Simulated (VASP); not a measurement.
# C (Fd-3m) in VASP: settings compared, part 3 of 3

VASP 6.6.1.

### Step 4. Relaxation of cell and atoms, PBEsol+D4

File INCAR:

```
SYSTEM = C
PREC = Accurate ; ENCUT = 600
EDIFF = 1E-6 ; ISMEAR = -5
SIGMA = 0.05 ; LREAL = .False.
LASPH = .True. ; NELM = 100
ALGO = Normal ; ISIF = 3
LWAVE = .False. ; LCHARG = .False.
GGA = PS ; IVDW = 13
IBRION = 2 ; NSW = 80
EDIFFG = -0.005
```

File KPOINTS:

```
regular mesh
0
Gamma
  13 13 13
  0 0 0
```

File POSCAR:

```
C
1.0
    0.0000000000      1.7833700000      1.7833700000
    1.7833700000      0.0000000000      1.7833700000
    1.7833700000      1.7833700000      0.0000000000
C
2
Direct
    0.2500000000      0.2500000000      0.2500000000
    0.0000000000      0.0000000000      0.0000000000
```

Potentials or basis: VASP PAW PBE potentials, release 64 (C).

Run with:

```sh
$ cat potpaw_PBE.64/C/POTCAR > POTCAR
$ mpirun -np 1 vasp_std > vasp.out
```

OUTCAR:

```text
SYSTEM = C
   PREC = Accurate
   ENCUT = 600
   EDIFF = 1E-6
   ISMEAR = -5
   LREAL = .False.
   LASPH = .True.
   NELM = 100
   ISIF = 3
   GGA = PS
   IVDW = 13
   IBRION = 2
   NSW = 80
   EDIFFG = -0.005

 ion  position               nearest neighbor table
   1  0.250  0.250  0.250-   2 1.54   2 1.54   2 1.54   2 1.54
   2  0.000  0.000  0.000-   1 1.54   1 1.54   1 1.54   1 1.54

  LATTYP: Found a face centered cubic cell.
 ALAT       =     3.5667400000

  Lattice vectors:

 A1 = (   0.0000000000,   1.7833700000,   1.7833700000)
 A2 = (   1.7833700000,   0.0000000000,   1.7833700000)
 A3 = (   1.7833700000,   1.7833700000,   0.0000000000)

Analysis of symmetry for initial positions (statically):
=====================================================================
 Subroutine PRICEL returns:
 Original cell was already a primitive cell.

 Routine SETGRP: Setting up the symmetry group for a
 face centered cubic supercell.

 Subroutine GETGRP returns: Found 48 space group operations
 (whereof 24 operations were pure point group operations)
 out of a pool of 48 trial point group operations.

The static configuration has the point symmetry T_d .
 The point group associated with its full space group is O_h .

Analysis of symmetry for dynamics (positions and initial velocities):
=====================================================================
 Subroutine PRICEL returns:
 Original cell was already a primitive cell.

 Routine SETGRP: Setting up the symmetry group for a
 face centered cubic supercell.

 Subroutine GETGRP returns: Found 48 space group operations
 (whereof 24 operations were pure point group operations)
 out of a pool of 48 trial point group operations.

The dynamic configuration has the point symmetry T_d .
 The point group associated with its full space group is O_h .

 Subroutine INISYM returns: Found 48 space group operations
 (whereof 24 operations are pure point group operations),
 and found     1 'primitive' translations

----------------------------------------------------------------------------------------

                                     Primitive cell

  volume of cell :      11.3437

  direct lattice vectors                    reciprocal lattice vectors
     0.000000000  1.783370000  1.783370000    -0.280368067  0.280368067  0.280368067
     1.783370000  0.000000000  1.783370000     0.280368067 -0.280368067  0.280368067
     1.783370000  1.783370000  0.000000000     0.280368067  0.280368067 -0.280368067

  length of vectors
     2.522066041  2.522066041  2.522066041     0.485611737  0.485611737  0.485611737

  position of ions in fractional coordinates (direct lattice)
     0.250000000  0.250000000  0.250000000
     0.000000000  0.000000000  0.000000000

  ion indices of the primitive-cell ions
   primitive index   ion index
                 1           1
                 2           2

----------------------------------------------------------------------------------------

 KPOINTS: regular mesh

Automatic generation of k-mesh.
 Grid dimensions read from file:
 generate k-points for:   13   13   13

 Generating k-lattice:

  Cartesian coordinates                     Fractional coordinates (reciprocal lattice)
    -0.021566774  0.021566774  0.021566774     0.076923077  0.000000000  0.000000000
     0.021566774 -0.021566774  0.021566774     0.000000000  0.076923077  0.000000000
     0.021566774  0.021566774 -0.021566774     0.000000000  0.000000000  0.076923077

  Length of vectors
     0.037354749  0.037354749  0.037354749

  Shift w.r.t. Gamma in fractional coordinates (k-lattice)
     0.000000000  0.000000000  0.000000000

 TETIRR: Found    322 inequivalent tetrahedra from    13182

 Subroutine IBZKPT returns following result:
 ===========================================

 Found     84 irreducible k-points:

 Following reciprocal coordinates:
            Coordinates               Weight
  0.000000  0.000000  0.000000      1.000000
  0.076923  0.000000  0.000000      8.000000
  0.153846  0.000000  0.000000      8.000000
  0.230769  0.000000  0.000000      8.000000
  0.307692  0.000000  0.000000      8.000000
  0.384615  0.000000  0.000000      8.000000
[... 16 lines left out ...]
  0.384615  0.153846  0.000000     24.000000
  0.461538  0.153846  0.000000     24.000000
 [... further k-points ...]
   k-points           NKPTS =     84   k-points in BZ     NKDIM =     84   number of bands    NBANDS=      8
   number of dos      NEDOS =    301   number of ions     NIONS =      2
   total plane-waves  NPLWV =   8000
   dimension x,y,z NGX =    20 NGY =   20 NGZ =   20
   dimension x,y,z NGXF=    40 NGYF=   40 NGZF=   40
   ions per type =               2
   NGX,Y,Z   is equivalent  to a cutoff of  13.18, 13.18, 13.18 a.u.
   NGXF,Y,Z  is equivalent  to a cutoff of  26.37, 26.37, 26.37 a.u.
 SYSTEM =  C
   PREC   = accura    normal or accurate (medium, high low for compatibility)
   ISTART =      0    job   : 0-new  1-cont  2-samecut
   ICHARG =      2    charge: 1-file 2-atom 10-const
   ISPIN  =      1    spin polarized calculation?
   LNONCOLLINEAR =      F non collinear calculations
   LSORBIT =      F    spin-orbit coupling
   LASPH  =      T    aspherical Exc in radial PAW
   ENCUT  =  600.0 eV  44.10 Ry    6.64 a.u.   5.04  5.04  5.04*2*pi/ulx,y,z
   NELM   =    100;   NELMIN=  2; NELMDL= -5     # of ELM steps
   EDIFF  = 0.1E-05   stopping-criterion for ELM
   LREAL  =      F    real-space projection
   EDIFFG = -.5E-02   stopping-criterion for IOM
   NSW    =     80    number of steps for IOM
   IBRION =      2    ionic relax: 0-MD 1-quasi-New 2-CG
   NFREE  =      1    steps in history (QN), initial steepest desc. (CG)
   ISIF   =      3    stress and relaxation
   ISYM   =      2    0-nonsym 1-usesym 2-fastsym
   POTIM  = 0.5000    time-step for ionic-motion
   TEBEG  =    0.0;   TEEND  =   0.0 temperature during run
   PSTRESS=    0.0 pullay stress
   NELECT =       8.0000    total number of electrons
   NUPDOWN=      -1.0000    fix difference up-down
   EMIN   =  10.00;   EMAX   =-10.00  energy-range for DOS
   EFERMI =   0.00;   METHOD = LEGACY
   ISMEAR =    -5;   SIGMA  =   0.05  broadening in eV -4-tet -1-fermi 0-gaus
   EFERMI_NEDOS =   21; number of points for ismear=-14 and -15
   IALGO  =     38    algorithm
   IMIX   =      4    mixing-type and parameters
     AMIX     =   0.40;   BMIX     =  1.00
     AMIX_MAG =   1.60;   BMIX_MAG =  1.00
  volume/ion in A,a.u.               =       5.67        38.28
  Fermi-wavevector in a.u.,A,eV,Ry     =   1.457203  2.753714 28.891161  2.123440
  Thomas-Fermi vector in A             =   2.574032
   LORBIT       =      0    0 simple, 1 ext, 2 COOP (PROOUT), +10 PAW based schemes
   GGA     = PS    functional components
   LHFCALC =     F    Hartree Fock is set to
   AEXX    =    0.0000 exact exchange contribution
   IVDW    =    13    specifies the selected vdW correction
   LEPSILON=     F    determine dielectric tensor
   LRPA    =     F    only Hartree local field effects (RPA)
 conjugate gradient relaxation of ions
 non-spin polarized calculation
 Fermi weights with tetrahedron method with Bloechl corrections
  energy-cutoff  :      600.00
  volume of cell :       11.34
 maximum number of plane-waves:       388
   NGX =  9   NGY =  9   NGZ =  9

--------------------------------------- Ionic step        1  -------------------------------------------

 number of electron       7.9999999 magnetization

 Free energy of the ion-electron system (eV)
  ---------------------------------------------------
  ext. energy  EPLUGINS =         0.00000000
  ---------------------------------------------------
  free energy    TOTEN  =       -19.25323146 eV

  energy without entropy =      -19.25323146  energy(sigma->0) =      -19.25323146

 E-fermi :   9.7924     XC(G=0): -13.4328

 val. band max:        9.7081043023   @ k =   0.0000   0.0000   0.0000
 cond. band min:      13.7203894947   @ k =   0.3846   0.3846   0.0000
 fundamental gap:      4.0122851923
 Fermi energy:         9.7923668877

 k-point     1 :       0.0000    0.0000    0.0000
  band No.  band energies     occupation
      1     -11.8132      2.00000
      2       9.7081      2.00000
      3       9.7081      2.00000
      4       9.7081      2.00000
      5      15.2475      0.00000
      6      15.2475      0.00000
      7      15.2475      0.00000
      8      23.0763      0.00000
[... 330 lines left out ...]
  energy  without entropy=      -19.4880828956  energy(sigma->0) =      -19.48808290

--------------------------------------- Ionic step        3  -------------------------------------------

 number of electron       7.9999999 magnetization

 Free energy of the ion-electron system (eV)
  ---------------------------------------------------
  ext. energy  EPLUGINS =         0.00000000
  ---------------------------------------------------
  free energy    TOTEN  =       -19.25407021 eV

  energy without entropy =      -19.25407021  energy(sigma->0) =      -19.25407021

 E-fermi :  10.0834     XC(G=0): -13.5157

 val. band max:        9.9518257784   @ k =   0.0000   0.0000   0.0000
 cond. band min:      14.0010707896   @ k =   0.3846   0.3846   0.0000
 fundamental gap:      4.0492450112
 Fermi energy:        10.0834135363

 k-point     1 :       0.0000    0.0000    0.0000
  band No.  band energies     occupation
      1     -11.7960      2.00000
      2       9.9518      2.00000
      3       9.9518      2.00000
      4       9.9518      2.00000
      5      15.5374      0.00000
      6      15.5374      0.00000
      7      15.5374      0.00000
      8      23.7038      0.00000
[... 286 lines left out ...]
  FREE ENERGIE OF THE ION-ELECTRON SYSTEM (eV)
  ---------------------------------------------------
  free  energy   TOTEN  =       -19.4954686911 eV

  energy  without entropy=      -19.4954686911  energy(sigma->0) =      -19.49546869

 reached required accuracy - stopping structural energy minimisation
```

OSZICAR:

```text
N       E                     dE             d eps       ncg     rms          rms(c)
DAV:   1     0.149932961648E+01    0.14993E+01   -0.56143E+03  1392   0.112E+03
DAV:   2    -0.197542653007E+02   -0.21254E+02   -0.20912E+02  2048   0.123E+02
DAV:   3    -0.199146668148E+02   -0.16040E+00   -0.16040E+00  1424   0.131E+01
[... 19 lines left out ...]
DAV:   2    -0.192546919973E+02    0.15841E-02   -0.13756E-03  1472   0.362E-01    0.177E-01
DAV:   3    -0.192540758479E+02    0.61615E-03   -0.13336E-03  1448   0.291E-01    0.276E-02
DAV:   4    -0.192540732409E+02    0.26070E-05   -0.26823E-06  1336   0.231E-02    0.202E-02
DAV:   5    -0.192540702579E+02    0.29830E-05   -0.30098E-07   944   0.865E-03    0.116E-03
DAV:   6    -0.192540702072E+02    0.50695E-07   -0.68127E-09   672   0.101E-03
   3 F= -.19495469E+02 E0= -.19495469E+02  d E =-.445165E-02
```

Wall time 23 s (1 thread of Intel Xeon 6975P-C, shared host); peak memory 0.12 GiB.

What came out:

| Item | Value |
| --- | --- |
| Free energy | -19.4955 eV |
| Relaxed volume | 5.58 Å³/atom |
| Relaxed cell | a = 2.508 Å, b = 2.508 Å, c = 2.508 Å, α = 60.00°, β = 60.00°, γ = 60.00° |
| Space group after relaxing (to 0.05 Å) | Fd-3m (No. 227) |
| Energy gained by relaxing | 2.2 meV/atom |
| Ionic steps | 3 |
| Pressure after relaxing | 0.0 GPa |
| Band gap on the k mesh | 4.05 eV, indirect (least direct gap 5.59 eV) |
| Dispersion energy per atom | -0.121 eV |

Step by step:
| step | energy change (eV) | largest force (eV/Å) | pressure (GPa) | volume (Å³) |
| --- | --- | --- | --- | --- |
| 1 | 0.0000 | 0.0000 | -7.43 | 11.34 |
| 2 | 0.0029 | 0.0000 | 10.17 | 10.92 |
| 3 | -0.0045 | 0.0000 | -0.03 | 11.16 |

Final structure:
```xyz
2
Lattice="0.0000 1.7734 1.7734 1.7734 0.0000 1.7734 1.7734 1.7734 0.0000" Properties=species:S:1:pos:R:3 pbc="T T T"
C     0.8867    0.8867    0.8867
C     0.0000    0.0000    0.0000
```

Caveat: the PAW data sets were made with another functional, which shifts forces and pressure a little.

### Step 5. Single point, r2SCAN

This run uses another cell than the first one, of 5.79 Å³/atom, 1.020 times its volume.

File POSCAR:

```
C
1.0
    0.0000000000      1.7951807415      1.7951807415
    1.7951807415      0.0000000000      1.7951807415
    1.7951807415      1.7951807415      0.0000000000
C
2
Direct
    0.7500000000      0.7500000000      0.7500000000
    0.5000000000      0.5000000000      0.5000000000
```

File INCAR.step1:

```
PREC     = Accurate       # precision mode
ENCUT    = 520            # plane-wave cutoff, eV
ISMEAR   = -1             # smearing method
SIGMA    = 0.05           # smearing width, eV
LREAL    = F              # projectors in reciprocal space
LASPH    = T              # aspherical terms in the spheres
NELM     = 100            # most SCF steps
NBANDS   = 11             # bands
GGA      = PE             # functional
ALGO     = Normal         # electronic algorithm
EDIFF    = 1E-4           # SCF threshold, eV
LWAVE    = T              # write WAVECAR
LCHARG   = F              # write CHGCAR
```

File INCAR.step2:

```
PREC     = Accurate       # precision mode
ENCUT    = 520            # plane-wave cutoff, eV
EDIFF    = 1E-6           # SCF threshold, eV
ISMEAR   = -1             # smearing method
SIGMA    = 0.05           # smearing width, eV
LREAL    = F              # projectors in reciprocal space
LASPH    = T              # aspherical terms in the spheres
NELM     = 100            # most SCF steps
ALGO     = Normal         # electronic algorithm
ISIF     = 2              # what is computed and relaxed
LWAVE    = F              # write WAVECAR
LCHARG   = F              # write CHGCAR
METAGGA  = R2SCAN         # meta-GGA
LMIXTAU  = T            
NBANDS   = 11             # bands
ISTART   = 1
```

File KPOINTS:

```
regular mesh
0
Gamma
  13 13 13
```

Run with:

```sh
$ cat potpaw_PBE.64/C/POTCAR > POTCAR
$ cp INCAR.step1 INCAR
$ mpirun -np 1 vasp_std > vasp.out
$ cp INCAR.step2 INCAR
$ mpirun -np 1 vasp_std > vasp.out
```

Run time: 25 s. Hardware: 1 thread of Intel Xeon 6975P-C, shared host; peak memory 0.13 GiB.

Results (log left out):

```
Free energy            : -19.6498 eV
Pressure               : -9.8 GPa
Band gap on the k mesh : 4.29 eV, indirect (least direct gap 5.78 eV)
```

Levels at points of the mesh, in eV from the valence-band top:
| k point | band 1 | band 2 | band 3 | band 4 | band 5 | band 6 | band 7 | band 8 | band 9 |
| --- | --- | --- | --- | --- | --- | --- | --- | --- | --- |
| (0.00, 0.00, 0.00) | -22.42 | 0.00 | 0.00 | 0.00 | 5.78 | 5.78 | 5.78 | 13.35 | 20.12 |

Caveat: the PAW data sets were made with another functional, which shifts forces and pressure a little. A k mesh can miss the band edges.

### Step 6. Overview

| task | level | potentials or basis | cell | cutoff (eV) | smearing | gap on the mesh (eV) | pressure (GPa) |
| --- | --- | --- | --- | --- | --- | --- | --- |
| single point | LDA | VASP PAW LDA potentials, release 64 (C) | a = 2.522 Å, angles 60.0°, 2 atoms | 520 | gaussian 0.1 eV | 4.11 | -11.6 |
| single point | PBEsol+D4 | VASP PAW PBE potentials, release 64 (C) | a = 2.507 Å, angles 60.0°, 2 atoms | 520 | tetrahedron | 4.05 | 1.1 |
| relaxation of cell and atoms | PBEsol+D4 | VASP PAW PBE potentials, release 64 (C) | relaxed from a = 2.522 Å, angles 60.0°, 2 atoms | 600 | tetrahedron | 4.05 | 0.0 |
| single point | r2SCAN | VASP PAW PBE potentials, release 64 (C) | a = 2.539 Å, angles 60.0°, 2 atoms | 520 | fermi-dirac 0.05 eV | 4.29 | -9.8 |

Alike in all rows: no spin polarisation; k mesh 13 × 13 × 13.

Caveats: the PAW data sets were made with another functional, which shifts forces and pressure a little (some runs).

Total energies depend on the potentials used, so only differences within one code and one set of settings carry meaning.

### Step 7. Comparison with measurements

Step 4. The cell as given is a measured one (5.67 Å³/atom); PBEsol+D4 puts the equilibrium volume -1.7 % from it, thermal expansion not counted.
